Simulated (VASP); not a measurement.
# HfN (CsCl type) (Pm-3m) in VASP: notebook, part 2 of 2

VASP 6.6.1. Earlier steps stand in the parts before.

## Step 3: Single point, PBE

The input, INCAR:

```
ALGO     = Normal         # electronic algorithm
EDIFF    = 1E-7           # SCF threshold, eV
ENCUT    = 520            # plane-wave cutoff, eV
GGA      = PE             # functional
ISIF     = 2              # what is computed and relaxed
ISMEAR   = -1             # smearing method
LASPH    = True           # aspherical terms in the spheres
LCHARG   = False          # write CHGCAR
LREAL    = False          # projectors in reciprocal space
LWAVE    = False          # write WAVECAR
NBANDS   = 14             # bands
NELM     = 100            # most SCF steps
PREC     = Accurate       # precision mode
SIGMA    = 0.05           # smearing width, eV
```

The input, KPOINTS:

```
k-points
0
Gamma
  13 13 13
```

The input, POSCAR:

```
HfN
1.0
    2.8257793672      0.0000000000      0.0000000000
    0.0000000000      2.8257793672      0.0000000000
    0.0000000000      0.0000000000      2.8257793672
Hf N
1 1
Direct
    0.0000000000      0.0000000000      0.0000000000
    0.5000000000      0.5000000000      0.5000000000
```

Potentials or basis: VASP PAW PBE potentials, release 64 (Hf_pv, N).

Launch:

```
$ cat potpaw_PBE.64/Hf_pv/POTCAR potpaw_PBE.64/N/POTCAR > POTCAR
$ mpirun -np 1 vasp_std > vasp.out
```

OUTCAR:

```text
EDIFF = 1E-7
   ENCUT = 520
   GGA = PE
   ISIF = 2
   ISMEAR = -1
   LASPH = True
   LREAL = False
   NELM = 100
   PREC = Accurate

 ion  position               nearest neighbor table
   1  0.000  0.000  0.000-   2 2.45   2 2.45   2 2.45   2 2.45   2 2.45   2 2.45   2 2.45   2 2.45

   2  0.500  0.500  0.500-   1 2.45   1 2.45   1 2.45   1 2.45   1 2.45   1 2.45   1 2.45   1 2.45

  LATTYP: Found a simple cubic cell.
 ALAT       =     2.8257793672

  Lattice vectors:

 A1 = (   2.8257793672,   0.0000000000,   0.0000000000)
 A2 = (   0.0000000000,   2.8257793672,   0.0000000000)
 A3 = (   0.0000000000,   0.0000000000,   2.8257793672)

Analysis of symmetry for initial positions (statically):
=====================================================================
 Subroutine PRICEL returns:
 Original cell was already a primitive cell.

 Routine SETGRP: Setting up the symmetry group for a
 simple cubic supercell.

 Subroutine GETGRP returns: Found 48 space group operations
 (whereof 48 operations were pure point group operations)
 out of a pool of 48 trial point group operations.

The static configuration has the point symmetry O_h .

Analysis of symmetry for dynamics (positions and initial velocities):
=====================================================================
 Subroutine PRICEL returns:
 Original cell was already a primitive cell.

 Routine SETGRP: Setting up the symmetry group for a
 simple cubic supercell.

 Subroutine GETGRP returns: Found 48 space group operations
 (whereof 48 operations were pure point group operations)
 out of a pool of 48 trial point group operations.

The dynamic configuration has the point symmetry O_h .

 Subroutine INISYM returns: Found 48 space group operations
 (whereof 48 operations are pure point group operations),
 and found     1 'primitive' translations

----------------------------------------------------------------------------------------
[... 121 lines left out ...]
   IVDW    =     0    specifies the selected vdW correction
   LEPSILON=     F    determine dielectric tensor
   LRPA    =     F    only Hartree local field effects (RPA)
 non-spin polarized calculation
  energy-cutoff  :      520.00
  volume of cell :       22.56
 maximum number of plane-waves:       624
 NGX is ok and might be reduce to    24
   NGX = 11   NGY = 11   NGZ = 11

 number of electron      15.0000000 magnetization

 Free energy of the ion-electron system (eV)
  ---------------------------------------------------
  ext. energy  EPLUGINS =         0.00000000
  ---------------------------------------------------
  free energy    TOTEN  =       -19.76902666 eV

  energy without entropy =      -19.75813743  energy(sigma->0) =      -19.76358205

 E-fermi :   7.3808     XC(G=0): -12.9262

 val. band max:        7.3776620670   @ k =   0.3846   0.2308   0.0769
 cond. band min:       7.3873960850   @ k =   0.4615   0.4615   0.1538
 fundamental gap:      0.0097340180
 Fermi energy:         7.3807921489

 k-point     1 :       0.0000    0.0000    0.0000
  band No.  band energies     occupation
      1     -22.7766      2.00000
      2     -22.7766      2.00000
      3     -22.7766      2.00000
      4      -8.7127      2.00000
      5       5.0087      2.00000
      6       5.0087      2.00000
      7       6.3216      2.00000
      8       6.3216      2.00000
      9       6.3216      2.00000
     10      10.7142      0.00000
     11      13.7610      0.00000
     12      13.7610      0.00000
     13      13.7610      0.00000
     14      20.4416      0.00000
[... 377 lines left out ...]
      1     -23.7899      2.00000
      2     -23.5098      2.00000
      3     -22.5867      2.00000
      4      -6.7147      2.00000
      5       1.8810      2.00000
      6       3.6698      2.00000
      7       5.8718      2.00000
      8       7.2435      1.87944
      9      11.1084      0.00000
     10      11.2238      0.00000
     11      12.7551      0.00000
     12      13.0539      0.00000
     13      16.9145      0.00000
     14      20.4441      0.00000

 [... further k-points ...]

------------------------ aborting loop because EDIFF is reached ----------------------------------------

  FORCE on cell =-STRESS in cart. coord.  units (eV):
  Direction    XX          YY          ZZ          XY          YZ          ZX
  --------------------------------------------------------------------------------------
  -------------------------------------------------------------------------------------
  Total       -0.3805430     -0.3805430     -0.3805430      0.0000000      0.0000000     -0.0000000
  in kB      -27.0208847    -27.0208847    -27.0208847      0.0000000      0.0000000     -0.0000000
  external PRESSURE =     -27.0208847 kB  Pullay stress =       0.0000000 kB

 VOLUME and BASIS-vectors are now :
 -----------------------------------------------------------------------------
  energy-cutoff  :      520.00
  volume of cell :       22.56
      direct lattice vectors                 reciprocal lattice vectors
     2.825779367  0.000000000  0.000000000     0.353884670  0.000000000  0.000000000
     0.000000000  2.825779367  0.000000000     0.000000000  0.353884670  0.000000000
     0.000000000  0.000000000  2.825779367     0.000000000  0.000000000  0.353884670

 POSITION                                       TOTAL-FORCE (eV/Angst)
 -----------------------------------------------------------------------------------
      0.00000      0.00000      0.00000         0.000000      0.000000      0.000000
      1.41289      1.41289      1.41289         0.000000      0.000000      0.000000
 -----------------------------------------------------------------------------------
    total drift:                                0.000000      0.000000     -0.000000

  FREE ENERGIE OF THE ION-ELECTRON SYSTEM (eV)
  ---------------------------------------------------
  free  energy   TOTEN  =       -19.7690266605 eV

  energy  without entropy=      -19.7581374296  energy(sigma->0) =      -19.76358205
```

It took 23 s on 1 thread of Intel Xeon 8259CL, shared host; peak memory 0.16 GiB.

What came out:

```yaml
Free_energy: -19.7690 eV
Pressure: -2.7 GPa
```

Caveat: spin-orbit coupling is left out, which moves the levels of the heavy elements.

## Step 4: Relaxation of cell and atoms, PBE, target pressure 0.0059 GPa, at which the enthalpy is minimised

This run uses another cell than the first one, of 10.93 Å³/atom, 0.970 times its volume.

The input, INCAR:

```
ALGO = Normal ; EDIFF = 1E-6
EDIFFG = -0.005 ; ENCUT = 600
GGA = PE ; IBRION = 2
ISIF = 3 ; ISMEAR = -1
LASPH = True ; LCHARG = False
LREAL = False ; LWAVE = False
NELM = 60 ; NSW = 60
PREC = Accurate ; PSTRESS = 0.059
SIGMA = 0.05
```

KPOINTS is that of step 3.

The input, POSCAR:

```
HfN
1.0
    2.7964693943      0.0000000000      0.0000000000
    0.0000000000      2.7964693943      0.0000000000
    0.0000000000      0.0000000000      2.7964693943
Hf N
1 1
Direct
    0.0000000000      0.0000000000      0.0000000000
    0.5000000000      0.5000000000      0.5000000000
```

Launch:

```
$ cat potpaw_PBE.64/Hf_pv/POTCAR potpaw_PBE.64/N/POTCAR > POTCAR
$ mpirun -np 1 vasp_std > vasp.out
```

Run time: 48 s. Hardware: 1 thread of Intel Xeon 8259CL, shared host; peak memory 0.17 GiB.

The run converged. Its results:

```
Free energy                                            : -19.7725 eV
Relaxed volume                                         : 11.15 Å³/atom
Relaxed cell                                           : a = 2.814 Å, b = 2.814 Å, c = 2.814 Å, α = 90.00°, β = 90.00°, γ = 90.00°
Space group after relaxing (to 0.05 Å)                 : Pm-3m (No. 221)
Energy change on relaxing (the enthalpy is what falls) : -3.1 meV/atom
Ionic steps                                            : 3
Pressure after relaxing                                : 0.0 GPa
```

Step by step:
```tsv
step	energy change (eV)	largest force (eV/Å)	pressure (GPa)	volume (Å³)
1	0.0000	0.0000	4.74	21.87
2	0.0059	0.0000	-6.10	22.91
3	-0.0061	0.0000	-0.02	22.29
```

Final structure:
```xyz
2
Lattice="2.8145 0.0000 0.0000 0.0000 2.8145 0.0000 0.0000 0.0000 2.8145" Properties=species:S:1:pos:R:3 pbc="T T T"
Hf    0.0000    0.0000    0.0000
N     1.4072    1.4072    1.4072
```

Levels at points of the mesh, in eV from the Fermi level:
| k point | band 5 | band 6 | band 7 | band 8 | band 9 | band 10 | band 11 |
| --- | --- | --- | --- | --- | --- | --- | --- |
| (0.00, 0.00, 0.00) | -2.42 | -2.42 | -1.06 | -1.06 | -1.06 | 3.49 | 6.46 |

Caveat: the cell is relaxed towards a set pressure, so the enthalpy falls and the energy may rise; spin-orbit coupling is left out, which moves the levels of the heavy elements.

## Step 5: Overview

```tsv
task	cell	cutoff (eV)	gap on the mesh (eV)	pressure (GPa)
single point	a = 2.825 Å, 2 atoms	520	none	-2.6
single point	a = 2.826 Å, 2 atoms	520	none	-2.7
relaxation of cell and atoms	relaxed to 0.0059 GPa from a = 2.796 Å, 2 atoms	600	none	0.0
```

Alike in all rows: level PBE; potentials or basis VASP PAW PBE potentials, release 64 (Hf_pv, N); no spin polarisation; k mesh 13 × 13 × 13; smearing fermi-dirac 0.05 eV.

Caveats: spin-orbit coupling is left out, which moves the levels of the heavy elements; the cell is relaxed towards a set pressure, so the enthalpy falls and the energy may rise (some runs).

Absolute energies hang on the potentials; compare differences alone.
